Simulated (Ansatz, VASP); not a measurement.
## One calculation of Yb, two programs

File POSCAR:

```
Yb
1.0
    0.0000000000      4.1866972286      4.1866972286
    4.1866972286      0.0000000000      4.1866972286
    4.1866972286      4.1866972286      0.0000000000
Yb
2
Direct
    0.1250000000      0.1250000000      0.1250000000
    0.8750000000      0.8750000000      0.8750000000
```

File INCAR.step1:

```
SYSTEM = Yb
ALGO = Normal
EDIFF = 1E-4
ENCUT = 520
GGA = PE
ISMEAR = -1
LASPH = .True.
LCHARG = .False.
LREAL = .False.
LWAVE = .True.
NBANDS = 31
NELM = 80
PREC = Accurate
SIGMA = 0.1
```

File INCAR.step2:

```
SYSTEM = Yb
ALGO = Normal
EDIFF = 1E-6
ENCUT = 520
ISIF = 2
ISMEAR = -1
ISTART = 1
LASPH = .True.
LCHARG = .False.
LMIXTAU = .True.
LREAL = .False.
LWAVE = .False.
METAGGA = R2SCAN
NBANDS = 31
NELM = 80
PREC = Accurate
SIGMA = 0.1
```

Contents of KPOINTS:

```
k-points
0
Gamma
  7 7 7
  0 0 0
```

Input for Ansatz:

```yaml
crystal:
  lattice:
    - [0.0, 4.1866972286, 4.1866972286]
    - [4.1866972286, 0.0, 4.1866972286]
    - [4.1866972286, 4.1866972286, 0.0]
  atoms:
    - { symbol: Yb, position: [0.125, 0.125, 0.125] }
    - { symbol: Yb, position: [0.875, 0.875, 0.875] }
hamiltonian:
  xc: r2scan
  pseudopotentials:
    kind: paw
    azcp:
      Yb: "pseudopotentials/Yb.paw.azcp"
basis:
  ecutwfc: 500
  fft_grid_basis: typed
kpoints:
  mp_grid: { grid: [7, 7, 7], shift: [0, 0, 0] }
magnetization:
  spin_polarized: false
scf:
  occupations: { method: fermi_dirac, width: 0.1 }
  lower_state_search: "off"
output:
  stress: true
```

Alike in both runs: task single point; functional r2SCAN; k mesh 7 × 7 × 7; occupations fermi-dirac, width 0.1 eV; no spin polarisation.

```csv
,VASP,Ansatz
version,VASP 6.6.1,Ansatz 0.2.0
potentials or method,"VASP PAW PBE potentials, release 64 (Yb), cutoff 520 eV","plane waves (500 eV) with PAW, scalar-relativistic"
valence electrons in the cell,48,48
```

```csv
,VASP,Ansatz,Ansatz less VASP
pressure (GPa),0.5,0.4,-0.11
```

VASP's potentials were made for PBE, not for r2SCAN.

Neither program's run includes spin-orbit coupling.
